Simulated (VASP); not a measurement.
# SiNi3 (P4mm) in VASP: a series of runs

SiNi3 is run at these levels: PBE; tasks: single point.

Program: VASP 6.6.1. These are calculated values, not measurements. Logs are shortened: lines on timing, memory, paths and dates and some standing lists are left out, and cuts for length are marked.

### 1 The cell of the first run

It takes space group P4mm (No. 99, tetragonal). Conventional cell: a = 3.506 Å, b = 3.506 Å, c = 3.506 Å, α = 90.00°, β = 90.00°, γ = 90.00°. Within 3.0 Å of Si (site symmetry 4mm) lie 12 Ni at 2.27 to 2.71 Å. Ni (site symmetry 2mm) has 4 Si at 2.27 to 2.71 Å and 8 Ni at 2.48 Å within 3.0 Å. Ni (site symmetry 4mm) has 8 Ni at 2.48 Å and 4 Si at 2.50 Å within 3.3 Å.

### 2 Single point, PBE (all Ni atoms moved +0.312 Å, as atom 2 along Cartesian [0 1 0])

Contents of INCAR:

```
ALGO     = Fast           # electronic algorithm
EDIFF    = 1E-6           # SCF threshold, eV
ENCUT    = 520            # plane-wave cutoff, eV
GGA      = PE             # functional
ISIF     = 2              # what is computed and relaxed
ISMEAR   = 0              # smearing method
LASPH    = True           # aspherical terms in the spheres
LCHARG   = False          # write CHGCAR
LREAL    = False          # projectors in reciprocal space
LWAVE    = False          # write WAVECAR
NBANDS   = 25             # bands
NELM     = 100            # most SCF steps
PREC     = Accurate       # precision mode
SIGMA    = 0.15           # smearing width, eV
```

Contents of KPOINTS:

```
k-points
0
Gamma
  14 14 14
```

Contents of POSCAR:

```
SiNi3
1.0
    3.5062596291      0.0000000000      0.0000000000
    0.0000000000      3.5062596291      0.0000000000
    0.0000000000      0.0000000000      3.5062596291
Si Ni
1 3
Direct
    0.0000000000      0.0000000000      0.0000000000
    0.0000000000      0.5891263150      0.5000000000
    0.5000000000      0.0891263150      0.5000000000
    0.5000000000      0.5891263150      0.0000000000
```

Potentials or basis: VASP PAW PBE potentials, release 64 (Si, Ni).

On the command line:

```bash
$ cat potpaw_PBE.64/Si/POTCAR potpaw_PBE.64/Ni/POTCAR > POTCAR
$ mpirun -np 1 vasp_std > vasp.out
```

OUTCAR:

```text
EDIFF = 1E-6
   ENCUT = 520
   GGA = PE
   ISIF = 2
   ISMEAR = 0
   LASPH = True
   LREAL = False
   NELM = 100
   PREC = Accurate

 ion  position               nearest neighbor table
   1  0.000  0.000  0.000-   2 2.27   4 2.27   2 2.27   4 2.27   3 2.50   3 2.50   3 2.50   3 2.50
                             4 2.71   2 2.71   2 2.71   4 2.71
   2  0.000  0.589  0.500-   1 2.27   1 2.27   4 2.48   3 2.48   4 2.48   3 2.48   3 2.48   4 2.48
                             4 2.48   3 2.48   1 2.71   1 2.71
   3  0.500  0.089  0.500-   2 2.48   4 2.48   4 2.48   2 2.48   4 2.48   4 2.48   2 2.48   2 2.48
                             1 2.50   1 2.50   1 2.50   1 2.50
   4  0.500  0.589  0.000-   1 2.27   1 2.27   3 2.48   2 2.48   3 2.48   3 2.48   3 2.48   2 2.48
                             2 2.48   2 2.48   1 2.71   1 2.71

  LATTYP: Found a simple cubic cell.
 ALAT       =     3.5062596291

  Lattice vectors:

 A1 = (   3.5062596291,   0.0000000000,   0.0000000000)
 A2 = (   0.0000000000,   3.5062596291,   0.0000000000)
 A3 = (   0.0000000000,   0.0000000000,   3.5062596291)

Analysis of symmetry for initial positions (statically):
=====================================================================
 Subroutine PRICEL returns:
 Original cell was already a primitive cell.

 Routine SETGRP: Setting up the symmetry group for a
 simple cubic supercell.

 Subroutine GETGRP returns: Found  8 space group operations
 (whereof  8 operations were pure point group operations)
 out of a pool of 48 trial point group operations.

The static configuration has the point symmetry C_4v.

Analysis of symmetry for dynamics (positions and initial velocities):
=====================================================================
 Subroutine PRICEL returns:
 Original cell was already a primitive cell.

 Routine SETGRP: Setting up the symmetry group for a
 simple cubic supercell.

 Subroutine GETGRP returns: Found  8 space group operations
 (whereof  8 operations were pure point group operations)
 out of a pool of 48 trial point group operations.

The dynamic configuration has the point symmetry C_4v.

 Subroutine INISYM returns: Found  8 space group operations
 (whereof  8 operations are pure point group operations),
 and found     1 'primitive' translations

----------------------------------------------------------------------------------------

                                     Primitive cell

  volume of cell :      43.1055

  direct lattice vectors                    reciprocal lattice vectors
     3.506259629  0.000000000  0.000000000     0.285204208  0.000000000  0.000000000
     0.000000000  3.506259629  0.000000000     0.000000000  0.285204208  0.000000000
     0.000000000  0.000000000  3.506259629     0.000000000  0.000000000  0.285204208

  length of vectors
     3.506259629  3.506259629  3.506259629     0.285204208  0.285204208  0.285204208

  position of ions in fractional coordinates (direct lattice)
     0.000000000  0.000000000  0.000000000
     0.000000000  0.589126315  0.500000000
     0.500000000  0.089126315  0.500000000
     0.500000000  0.589126315  0.000000000

  ion indices of the primitive-cell ions
   primitive index   ion index
                 1           1
                 2           2
                 3           3
                 4           4

----------------------------------------------------------------------------------------

 KPOINTS: k-points

Automatic generation of k-mesh.
 Grid dimensions read from file:
 generate k-points for:   14   14   14

 Generating k-lattice:

  Cartesian coordinates                     Fractional coordinates (reciprocal lattice)
     0.020371729  0.000000000  0.000000000     0.071428571  0.000000000  0.000000000
     0.000000000  0.020371729  0.000000000     0.000000000  0.071428571  0.000000000
     0.000000000  0.000000000  0.020371729     0.000000000  0.000000000  0.071428571

  Length of vectors
     0.020371729  0.020371729  0.020371729

  Shift w.r.t. Gamma in fractional coordinates (k-lattice)
     0.000000000  0.000000000  0.000000000

 Subroutine IBZKPT returns following result:
 ===========================================

 Found    288 irreducible k-points:

 Following reciprocal coordinates:
            Coordinates               Weight
  0.000000  0.000000  0.000000      1.000000
  0.071429  0.000000  0.000000      4.000000
  0.000000  0.071429  0.000000      2.000000
  0.142857  0.000000  0.000000      4.000000
  0.000000  0.142857  0.000000      2.000000
  0.214286  0.000000  0.000000      4.000000
[... 16 lines left out ...]
  0.071429  0.000000  0.214286      8.000000
  0.285714  0.071429  0.000000      8.000000
 [... further k-points ...]
   k-points           NKPTS =    288   k-points in BZ     NKDIM =    288   number of bands    NBANDS=     25
   number of dos      NEDOS =    301   number of ions     NIONS =      4
   total plane-waves  NPLWV =  21952
   dimension x,y,z NGX =    28 NGY =   28 NGZ =   28
   dimension x,y,z NGXF=    56 NGYF=   56 NGZF=   56
   ions per type =               1   3
   NGX,Y,Z   is equivalent  to a cutoff of  13.28, 13.28, 13.28 a.u.
   NGXF,Y,Z  is equivalent  to a cutoff of  26.55, 26.55, 26.55 a.u.
 SYSTEM =  unknown system
   PREC   = accura    normal or accurate (medium, high low for compatibility)
   ISTART =      0    job   : 0-new  1-cont  2-samecut
   ICHARG =      2    charge: 1-file 2-atom 10-const
   ISPIN  =      1    spin polarized calculation?
   LNONCOLLINEAR =      F non collinear calculations
   LSORBIT =      F    spin-orbit coupling
   LASPH  =      T    aspherical Exc in radial PAW
   ENCUT  =  520.0 eV  38.22 Ry    6.18 a.u.   6.52  6.52  6.52*2*pi/ulx,y,z
   NELM   =    100;   NELMIN=  2; NELMDL= -5     # of ELM steps
   EDIFF  = 0.1E-05   stopping-criterion for ELM
   LREAL  =      F    real-space projection
   EDIFFG = 0.1E-04   stopping-criterion for IOM
   NSW    =      0    number of steps for IOM
   IBRION =     -1    ionic relax: 0-MD 1-quasi-New 2-CG
   NFREE  =      0    steps in history (QN), initial steepest desc. (CG)
   ISIF   =      2    stress and relaxation
   ISYM   =      2    0-nonsym 1-usesym 2-fastsym
   POTIM  = 0.5000    time-step for ionic-motion
   TEBEG  =    0.0;   TEEND  =   0.0 temperature during run
   PSTRESS=    0.0 pullay stress
   NELECT =      34.0000    total number of electrons
   NUPDOWN=      -1.0000    fix difference up-down
   EMIN   =  10.00;   EMAX   =-10.00  energy-range for DOS
   EFERMI =   0.00;   METHOD = LEGACY
   ISMEAR =     0;   SIGMA  =   0.15  broadening in eV -4-tet -1-fermi 0-gaus
   EFERMI_NEDOS =   21; number of points for ismear=-14 and -15
   IALGO  =     68    algorithm
   IMIX   =      4    mixing-type and parameters
     AMIX     =   0.40;   BMIX     =  1.00
     AMIX_MAG =   1.60;   BMIX_MAG =  1.00
  volume/ion in A,a.u.               =      10.78        72.72
  Fermi-wavevector in a.u.,A,eV,Ry     =   1.512599  2.858397 31.129517  2.287955
  Thomas-Fermi vector in A             =   2.622502
   LORBIT       =      0    0 simple, 1 ext, 2 COOP (PROOUT), +10 PAW based schemes
   GGA     = PE    functional components
   LHFCALC =     F    Hartree Fock is set to
   AEXX    =    0.0000 exact exchange contribution
   IVDW    =     0    specifies the selected vdW correction
   LEPSILON=     F    determine dielectric tensor
   LRPA    =     F    only Hartree local field effects (RPA)
 non-spin polarized calculation
 RMM-DIIS sequential band-by-band and
 Gauss-broadening in eV      SIGMA  =   0.15
  energy-cutoff  :      520.00
  volume of cell :       43.11
 maximum number of plane-waves:      1189
 NGX is ok and might be reduce to    28
   NGX = 13   NGY = 13   NGZ = 13

 number of electron      33.9999979 magnetization

 Free energy of the ion-electron system (eV)
  ---------------------------------------------------
  ext. energy  EPLUGINS =         0.00000000
  ---------------------------------------------------
  free energy    TOTEN  =       -23.41241089 eV

  energy without entropy =      -23.39348899  energy(sigma->0) =      -23.40294994

 E-fermi :  10.6447     XC(G=0): -13.0745

 val. band max:       10.6429834486   @ k =   0.0714   0.0000   0.0714
 cond. band min:      10.6463809961   @ k =   0.3571   0.5000   0.4286
 fundamental gap:      0.0033975475
 Fermi energy:        10.6446640469

 k-point     1 :       0.0000    0.0000    0.0000
  band No.  band energies     occupation
      1      -1.2886      2.00000
      2       5.7427      2.00000
      3       6.2216      2.00000
      4       6.6496      2.00000
      5       6.9484      2.00000
      6       6.9484      2.00000
[... 17 lines left out ...]
     24      21.2633      0.00000
     25      22.0158      0.00000

 k-point     2 :       0.0714    0.0000    0.0000
  band No.  band energies     occupation
      1      -1.2293      2.00000
      2       5.7473      2.00000
      3       6.2268      2.00000
      4       6.5852      2.00000
      5       6.9367      2.00000
      6       6.9865      2.00000
[... 17 lines left out ...]
     24      21.0926      0.00000
     25      21.7899      0.00000

 k-point     3 :       0.0000    0.0714    0.0000
  band No.  band energies     occupation
      1      -1.2299      2.00000
      2       5.7619      2.00000
      3       6.1449      2.00000
      4       6.6922      2.00000
      5       6.9419      2.00000
      6       6.9419      2.00000
[... 17 lines left out ...]
     24      21.0330      0.00000
     25      21.8289      0.00000

 k-point     4 :       0.1429    0.0000    0.0000
  band No.  band energies     occupation
      1      -1.0531      2.00000
      2       5.6699      2.00000
      3       6.1937      2.00000
      4       6.5590      2.00000
      5       6.9175      2.00000
      6       7.0470      2.00000
[... 17 lines left out ...]
     24      20.6563      0.00000
     25      21.0333      0.00000

 k-point     5 :       0.0000    0.1429    0.0000
  band No.  band energies     occupation
      1      -1.0555      2.00000
      2       5.7052      2.00000
      3       6.0078      2.00000
      4       6.8169      2.00000
      5       6.9212      2.00000
      6       6.9212      2.00000
[... 17 lines left out ...]
     24      20.3337      0.00000
     25      21.4276      0.00000

 k-point     6 :       0.2143    0.0000    0.0000
  band No.  band energies     occupation
      1      -0.7663      2.00000
      2       5.2670      2.00000
      3       6.2401      2.00000
      4       6.6843      2.00000
      5       6.8956      2.00000
      6       7.0999      2.00000
[... 17 lines left out ...]
     24      19.9250      0.00000
     25      20.5471      0.00000
[... 393 lines left out ...]
 k-point    21 :       0.2143    0.0714    0.0000
  band No.  band energies     occupation
      1      -0.7097      2.00000
      2       5.2970      2.00000
      3       6.2247      2.00000
      4       6.6408      2.00000
      5       6.8793      2.00000
      6       7.1061      2.00000
[... 17 lines left out ...]
     24      19.4981      0.00000
     25      21.1033      0.00000

 k-point    22 :       0.0000    0.2143    0.0714
  band No.  band energies     occupation
      1      -0.7147      2.00000
      2       5.2948      2.00000
      3       6.0890      2.00000
      4       6.7768      2.00000
      5       6.8679      2.00000
      6       7.0749      2.00000
[... 17 lines left out ...]
     24      19.4221      0.00000
     25      21.4857      0.00000

 k-point    23 :       0.0714    0.0000    0.2143
  band No.  band energies     occupation
      1      -0.7091      2.00000
      2       5.3001      2.00000
      3       6.2464      2.00000
      4       6.5699      2.00000
      5       6.9384      2.00000
      6       7.1063      2.00000
[... 17 lines left out ...]
     24      19.9837      0.00000
     25      20.9507      0.00000

 k-point    24 :       0.2857    0.0714    0.0000
  band No.  band energies     occupation
      1      -0.3278      2.00000
      2       4.6429      2.00000
      3       6.3892      2.00000
      4       6.7722      2.00000
      5       6.8529      2.00000
      6       7.1967      2.00000
[... 17 lines left out ...]
     24      19.4909      0.00000
     25      21.5139      0.00000

 [... further k-points ...]
[... 5 lines left out ...]
  --------------------------------------------------------------------------------------
  -------------------------------------------------------------------------------------
  Total        1.2556800      1.6047169      1.2556800      0.0000000     -0.0000000      0.0000000
  in kB       46.6721014     59.6453789     46.6721014      0.0000000     -0.0000000      0.0000000
  external PRESSURE =      50.9965273 kB  Pullay stress =       0.0000000 kB

 VOLUME and BASIS-vectors are now :
 -----------------------------------------------------------------------------
  energy-cutoff  :      520.00
  volume of cell :       43.11
      direct lattice vectors                 reciprocal lattice vectors
     3.506259629  0.000000000  0.000000000     0.285204208  0.000000000  0.000000000
     0.000000000  3.506259629  0.000000000     0.000000000  0.285204208  0.000000000
     0.000000000  0.000000000  3.506259629     0.000000000  0.000000000  0.285204208

 POSITION                                       TOTAL-FORCE (eV/Angst)
 -----------------------------------------------------------------------------------
      0.00000      0.00000      0.00000         0.000000      1.954405     -0.000000
      0.00000      2.06563      1.75313        -0.000000     -1.023420     -0.000000
      1.75313      0.31250      1.75313        -0.000000      0.092435      0.000000
      1.75313      2.06563      0.00000         0.000000     -1.023420      0.000000
 -----------------------------------------------------------------------------------
    total drift:                                0.000000     -0.000331     -0.000001

  FREE ENERGIE OF THE ION-ELECTRON SYSTEM (eV)
  ---------------------------------------------------
  free  energy   TOTEN  =       -23.4124108856 eV

  energy  without entropy=      -23.3934889916  energy(sigma->0) =      -23.40294994
```

It took 2.6 min on 1 thread of Intel Xeon 6975P-C (Granite Rapids), shared host; peak memory 0.35 GiB.

What came out:

| Item | Value |
| --- | --- |
| Free energy | -23.4124 eV |
| Pressure | 5.1 GPa |
| Largest force | 1.954 eV/Å |
| Band gap on the k mesh | zero (bands 17 and 18 overlap by 0.29 eV) |

Forces on the atoms (eV/Å):
```
Si   0.000  1.954  0.000
Ni   0.000 -1.023  0.000
Ni   0.000  0.092  0.000
Ni   0.000 -1.023  0.000
```

Stress tensor (GPa, compression positive):
```
4.67 0.00 0.00
0.00 5.96 0.00
0.00 0.00 4.67
```

Levels at points of the mesh, in eV from the Fermi level:
| k point | band 15 | band 16 | band 17 | band 18 | band 19 | band 20 |
| --- | --- | --- | --- | --- | --- | --- |
| (0.00, 0.00, 0.00) | -0.34 | -0.32 | -0.05 | 0.03 | 0.03 | 4.51 |
| (0.50, 0.00, 0.00) | -1.20 | -0.56 | 0.03 | 3.25 | 3.69 | 5.26 |
| (0.00, 0.50, 0.00) | -1.21 | -0.67 | -0.05 | 3.59 | 3.59 | 5.31 |
| (0.50, 0.50, 0.00) | -1.15 | -1.11 | -0.98 | 0.66 | 0.72 | 5.44 |
| (0.50, 0.00, 0.50) | -1.26 | -0.98 | -0.98 | 0.61 | 0.61 | 4.30 |
| (0.50, 0.50, 0.50) | -1.16 | -0.48 | -0.26 | -0.26 | -0.21 | 1.15 |

Caveat: the cell differs from its parent crystal (all Ni atoms moved +0.312 Å, as atom 2 along Cartesian [0 1 0]); the cell stands under pressure; forces of over 1 eV/Å act on the atoms, so gaps and moduli don't describe the material at rest. Spin polarisation is off, so any magnetic state and its effect on volume and gap are missing.

(Part 1 of 2 ends here.)
